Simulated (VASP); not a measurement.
The system is GaAs.

```
As Ga
1.0
     0.00000    2.82685    2.82685
     2.82685    0.00000    2.82685
     2.82685    2.82685    0.00000
As Ga
1 1
Direct
  0.75000 0.75000 0.75000
  0.00000 0.00000 0.00000
```

```yaml
Program: VASP 6.6.1
Task: relaxation of cell and atoms
Functional: BLYP
Potentials_or_basis: VASP PAW PBE potentials, release 64 (As, Ga_d)
Cutoff: 600 eV
k_mesh: 8 × 8 × 8
Occupations: fermi-dirac, width 0.05 eV
Spin: no spin polarisation
```

At the start: pressure 7.2 GPa; volume 22.59 Å³/atom.

Problem. Where does the relaxation end?

Solution. Over 13 steps the energy falls by 54.0 meV/atom and the volume is 25.23 Å³/atom (+11.7 %); space group F-43m (No. 216, to 0.05 Å).

Step by step:
| step | energy change (eV) | largest force (eV/Å) | pressure (GPa) | volume (Å³) |
| --- | --- | --- | --- | --- |
| 1 | 0.0000 | 0.0000 | 7.18 | 45.18 |
| 2 | -0.1007 | 0.0000 | -1.28 | 52.13 |
| 3 | -0.1081 | 0.0000 | -0.09 | 50.54 |
| 4 | -0.1080 | 0.0000 | 0.10 | 50.43 |
| 5 | -0.1080 | 0.0000 | 0.10 | 50.43 |
| 6 | -0.1080 | 0.0000 | 0.05 | 50.44 |
| 7 | -0.1080 | 0.0000 | 0.08 | 50.44 |
| 8 | -0.1080 | 0.0000 | 0.08 | 50.44 |
| 9 | -0.1080 | 0.0000 | 0.08 | 50.44 |
| 10 | -0.1080 | 0.0000 | 0.08 | 50.44 |
| 11 | -0.1080 | 0.0000 | 0.09 | 50.44 |
| 12 | -0.1080 | 0.0000 | 0.09 | 50.45 |
| 13 | -0.1080 | 0.0000 | 0.00 | 50.46 |

Final structure:
```
CELL_PARAMETERS angstrom
0.00000 2.93288 2.93288
2.93288 0.00000 2.93288
2.93288 2.93288 0.00000
ATOMIC_POSITIONS crystal
As 0.75000 0.75000 0.75000
Ga 0.00000 0.00000 0.00000
```

Caveat: the PAW data sets were made with another functional, which shifts forces and pressure a little; the volume moved by +12 % from the deposited cell, more than functionals usually miss.
